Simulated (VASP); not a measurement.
Input of a VASP 6.6.1 run:

File INCAR:

```
ALGO = Normal
EDIFF = 1E-6
ENCUT = 520
GGA = PE
GGA_COMPAT = F
ISIF = 2
ISMEAR = -1
LASPH = T
LCHARG = F
LORBIT = 11
LORBMOM = T
LREAL = F
LSORBIT = T
LWAVE = F
MAGMOM = 0 0 0 0 0 0
NBANDS = 42
NELM = 150
PREC = Accurate
SIGMA = 0.05
```

KPOINTS

```
k-points
0
Gamma
  13 13 7
```

The input POSCAR:

```
Bi
1.0
    3.5455653789      0.0000000000      0.0000000000
   -1.7727826894      3.0705496889      0.0000000000
    0.0000000000      0.0000000000      5.9961202616
Bi
2
Direct
    0.3333333333      0.6666666667      0.2500000000
    0.6666666667      0.3333333333      0.7500000000
```

Potentials or basis: VASP PAW PBE potentials, release 64 (Bi_d).

Command:

```sh
$ cat potpaw_PBE.64/Bi_d/POTCAR > POTCAR
$ mpirun -np 1 vasp_ncl > vasp.out
```

What does it give for the pressure?

-0.3 GPa.

What does it give for the net moment?

0.00 μB per cell.

Moments on the atoms (μB; x, y, z):
```
Bi  0.00 0.00 0.00
Bi  0.00 0.00 0.00
```
